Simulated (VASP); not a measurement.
Input of a VASP 6.6.1 run:

Contents of INCAR:

```
PREC = Accurate
ENCUT = 600
EDIFF = 1E-6
ISMEAR = 0
SIGMA = 0.05
LREAL = False
LASPH = True
NELM = 200
ALGO = Normal
ISIF = 2
LWAVE = False
LCHARG = False
LNONCOLLINEAR = True
MAGMOM = 0 0 4.2 0 0 0.09
LORBIT = 11
I_CONSTRAINED_M = 2
LAMBDA = 10
M_CONSTR = 2.309 2.309 2.309 0 0 0
RWIGS = 1.39 0.66
ISYM = -1
AMIX = 0.2
BMIX = 1E-4
AMIX_MAG = 0.8
BMIX_MAG = 1E-4
LMAXMIX = 4
GGA = CA
NBANDS = 31
GGA_COMPAT = False
```

Contents of KPOINTS:

```
regular mesh
0
Gamma
  7 7 7
```

Contents of POSCAR:

```
MnO
1.0
    0.0000000000      2.4365134300      2.4365134300
    2.4365134300      0.0000000000      2.4365134300
    2.4365134300      2.4365134300      0.0000000000
Mn O
1 1
Direct
    0.0000000000      0.0000000000      0.0000000000
    0.2500000000      0.2500000000      0.2500000000
```

Potentials or basis: VASP PAW LDA potentials, release 64 (Mn_pv, O).

The run is started by

```sh
$ cat potpaw_LDA.64/Mn_pv/POTCAR potpaw_LDA.64/O/POTCAR > POTCAR
$ mpirun -np 1 vasp_ncl > vasp.out
```

(1) What does it give for the band gap on the k mesh?

Results:

(1) zero (filled and empty bands touch).

Caveat: moments held by a penalty; a cell with one magnetic atom can't hold antiferromagnetic order, which such compounds often take; semilocal functionals often make such compounds metallic where correlation or magnetic order opens a gap, which also shifts bond lengths.
